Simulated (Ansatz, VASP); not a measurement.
InP in VASP and in Ansatz

File INCAR:

```
PREC = Accurate
ENCUT = 520
EDIFF = 1E-7
ISMEAR = 0
SIGMA = 0.15
LREAL = F
LASPH = T
NELM = 100
ALGO = Normal
ISIF = 2
LWAVE = F
LCHARG = F
GGA = PE
NBANDS = 16
```

File KPOINTS:

```
Automatic mesh
0
Gamma
  20 20 20
```

POSCAR

```
InP
1.0
    0.0000000000      2.6969230875      2.9226555499
    2.6969230875      0.0000000000      2.9226555499
    2.6969230875      2.6969230875      0.0000000000
In P
1 1
Direct
    0.0000000000      0.0000000000      0.0000000000
    0.5000000000      0.5000000000      0.5000000000
```

Input for Ansatz:

```yaml
crystal:
  lattice:
    - [0.0, 2.6969230875, 2.9226555499]
    - [2.6969230875, 0.0, 2.9226555499]
    - [2.6969230875, 2.6969230875, 0.0]
  atoms:
    - { symbol: In, position: [0.0, 0.0, 0.0] }
    - { symbol: P, position: [0.5, 0.5, 0.5] }
basis:
  ecutwfc: 420
kpoints:
  mp_grid: { grid: [20, 20, 20] }
hamiltonian:
  xc: pbe
scf:
  occupations: { method: gaussian, width: 0.15 }
output:
  forces: true
  stress: true
  eigenvalues: true
```

Alike in both runs: task single point; functional PBE; k mesh 20 × 20 × 20; occupations gaussian, width 0.15 eV; no spin polarisation.

|  | VASP | Ansatz |
| --- | --- | --- |
| version | VASP 6.6.1 | Ansatz 0.2.0 |
| potentials or method | VASP PAW PBE potentials, release 64 (In_d, P), cutoff 520 eV | scalar-relativistic, plane waves, PAW |
| valence electrons in the cell | 18 | 18 |

|  | VASP | Ansatz | Ansatz less VASP |
| --- | --- | --- | --- |
| gap on the k mesh at the Fermi level (eV) | none | none | - |
| pressure (GPa) | 0.8 | 0.9 | +0.04 |
| traceless stress, the component that is largest in VASP (GPa) | -4.75 | -4.76 | -0.019 |

A gap of «none» marks a metal or a gap that the smearing closes.
